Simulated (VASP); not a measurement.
# TiAl (P-6m2) in VASP: notebook, part 2 of 2

VASP 6.6.1. Earlier steps stand in the parts before.

### 5 Single point, PBEsol, collinear spin, ferromagnetic start

This run uses another cell than the first one, of 18.17 Å³/atom, 1.167 times its volume.

The input, INCAR:

```
SYSTEM = TiAl
  PREC = Accurate
  ENCUT = 520
  EDIFF = 1E-7
  ISMEAR = 0
  SIGMA = 0.15
  LREAL = .FALSE.
  LASPH = .TRUE.
  NELM = 150
  ALGO = Fast
  ISIF = 2
  LWAVE = .FALSE.
  LCHARG = .FALSE.
  ISPIN = 2
  MAGMOM = 0.375 0
  LORBIT = 11
  NUPDOWN = 0.375
  LMAXMIX = 4
  GGA = PS
  NBANDS = 18
```

The input, KPOINTS:

```
Automatic mesh
0
G
  21 21 12
  0 0 0
```

The input, POSCAR:

```
TiAl
1.0
    2.9571946349      0.0000000000      0.0000000000
   -1.4785973175      2.5610056778      0.0000000000
    0.0000000000      0.0000000000      4.7970577516
Ti Al
1 1
Direct
    0.0000000000      0.0000000000      0.0000000000
    0.3333333333      0.6666666667      0.5000000000
```

Potentials or basis: VASP PAW PBE potentials, release 64 (Ti_sv, Al).

On the command line:

```console
> cat potpaw_PBE.64/Ti_sv/POTCAR potpaw_PBE.64/Al/POTCAR > POTCAR
> mpirun -np 1 vasp_std > vasp.out
```

OUTCAR:

```text
SYSTEM = TiAl
   PREC = Accurate
   ENCUT = 520
   EDIFF = 1E-7
   ISMEAR = 0
   LREAL = .FALSE.
   LASPH = .TRUE.
   NELM = 150
   ISIF = 2
   ISPIN = 2
   LORBIT = 11
   NUPDOWN = 0.375
   GGA = PS

 ion  position               nearest neighbor table
   1  0.000  0.000  0.000-   2 2.94   2 2.94   2 2.94   2 2.94   2 2.94   2 2.94
   2  0.333  0.667  0.500-   1 2.94   1 2.94   1 2.94   1 2.94   1 2.94   1 2.94

  LATTYP: Found a hexagonal cell.
 ALAT       =     2.9571946349
 C/A-ratio  =     1.6221650395

  Lattice vectors:

 A1 = (   2.9571946349,   0.0000000000,   0.0000000000)
 A2 = (  -1.4785973175,   2.5610056778,   0.0000000000)
 A3 = (   0.0000000000,   0.0000000000,   4.7970577516)

Analysis of symmetry for initial positions (statically):
=====================================================================
 Subroutine PRICEL returns:
 Original cell was already a primitive cell.

 Routine SETGRP: Setting up the symmetry group for a
 hexagonal supercell.

 Subroutine GETGRP returns: Found 12 space group operations
[... 705 lines left out ...]
      6       4.8807      1.00000
[... 493 lines left out ...]
     17      21.3487      0.00000
     18      22.2225      0.00000

 [... further k-points ...]

------------------------ aborting loop because EDIFF is reached ----------------------------------------

  FORCE on cell =-STRESS in cart. coord.  units (eV):
  Direction    XX          YY          ZZ          XY          YZ          ZX
  --------------------------------------------------------------------------------------
  -------------------------------------------------------------------------------------
  Total       -2.1235778     -2.1235778     -2.6137555      0.0000000     -0.0000000     -0.0000000
  in kB      -93.6512041    -93.6512042   -115.2683701      0.0000000     -0.0000000     -0.0000000
  external PRESSURE =    -100.8569261 kB  Pullay stress =       0.0000000 kB

 VOLUME and BASIS-vectors are now :
 -----------------------------------------------------------------------------
  energy-cutoff  :      520.00
  volume of cell :       36.33
      direct lattice vectors                 reciprocal lattice vectors
     2.957194635  0.000000000  0.000000000     0.338158330  0.195235803  0.000000000
    -1.478597318  2.561005678  0.000000000     0.000000000  0.390471606  0.000000000
     0.000000000  0.000000000  4.797057752     0.000000000  0.000000000  0.208461113

 POSITION                                       TOTAL-FORCE (eV/Angst)
 -----------------------------------------------------------------------------------
      0.00000      0.00000      0.00000         0.000000     -0.000000      0.000000
     -0.00000      1.70734      2.39853        -0.000000      0.000000      0.000000
 -----------------------------------------------------------------------------------
    total drift:                                0.000000     -0.000000      0.000000

  FREE ENERGIE OF THE ION-ELECTRON SYSTEM (eV)
  ---------------------------------------------------
  free  energy   TOTEN  =       -12.8090170332 eV

  energy  without entropy=      -12.7808645441  energy(sigma->0) =      -12.79494079

 total charge

# of ion       s       p       d       tot
------------------------------------------
    1        2.204   6.112   1.847  10.163
    2        0.424   0.345   0.000   0.769
--------------------------------------------------
tot          2.628   6.457   1.847  10.932

 magnetization (x)

# of ion       s       p       d       tot
------------------------------------------
    1        0.003   0.019   0.208   0.231
    2       -0.001   0.004   0.000   0.003
--------------------------------------------------
tot          0.003   0.023   0.208   0.234
```

stdout:

```text
POSCAR found type information on POSCAR TiAl
 POSCAR found :  2 types and       2 ions
 scaLAPACK will be used
[... 69 lines left out ...]
 num prob  num prob  num prob  num prob  num prob  num prob WARNING in EDDRMM: call to ZHEGV failed, returncode =   6  3      5
 num prob  num prob  num prob  num prob  num prob  num prob  num prob  num prob  num prob  num prob  num prob  num prob  num prob  num prob  num prob  num prob  num prob  num prob  num prob  num prob  num prob  num prob  num prob  num prob  num prob  num prob  num prob  num prob  num prob  num prob  num prob  num prob  num prob  num prob WARNING in EDDRMM: call to ZHEGV failed, returncode =   8  4      8
 num prob  num prob  num prob  num prob  num prob  num prob  num prob  num prob  num prob  num prob WARNING in EDDRMM: call to ZHEGV failed, returncode =   6  3     15
 num prob  num prob  num prob  num prob  num prob  num prob  num prob  num prob  num prob  num prob  num prob  nu
```

It took 9.7 min on 1 thread of Intel Xeon Platinum 8259CL at 2.50GHz (Skylake/Cascade Lake), shared host; peak memory 0.43 GiB.

What came out:

- Free energy: -12.8090 eV
- Pressure: -10.1 GPa
- Net moment: 0.38 μB per cell
- Site moments: Ti +0.23; Al +0.00 μB
- Valence electrons inside the program's atomic spheres: Ti 10.16; Al 0.77

Caveat: the PAW data sets were made with another functional, which shifts forces and pressure a little; the total moment is fixed, so each spin has its own Fermi level.

### 6 The runs side by side

```tsv
fixed moment (μB)	cell	pressure (GPa)	moment (μB)
0.375	a = 2.809, b = 2.809, c = 4.557 Å, angles 90.0, 90.0, 120.0°, 2 atoms	5.1	0.38
1.0	a = 2.809, b = 2.809, c = 4.557 Å, angles 90.0, 90.0, 120.0°, 2 atoms	5.9	1.00
0.25	a = 2.809, b = 2.809, c = 4.557 Å, angles 90.0, 90.0, 120.0°, 2 atoms	5.0	0.25
0.375	a = 2.957, b = 2.957, c = 4.797 Å, angles 90.0, 90.0, 120.0°, 2 atoms	-10.1	0.38
```

Alike in all rows: task single point; level PBEsol; potentials or basis VASP PAW PBE potentials, release 64 (Ti_sv, Al); spin collinear, ferromagnetic start; k mesh 21 × 21 × 12; cutoff (eV) 520; smearing gaussian 0.15 eV.

Caveats: the PAW data sets were made with another functional, which shifts forces and pressure a little; the total moment is fixed, so each spin has its own Fermi level.

Total energies depend on the potentials used, so only differences within one code and one set of settings carry meaning.
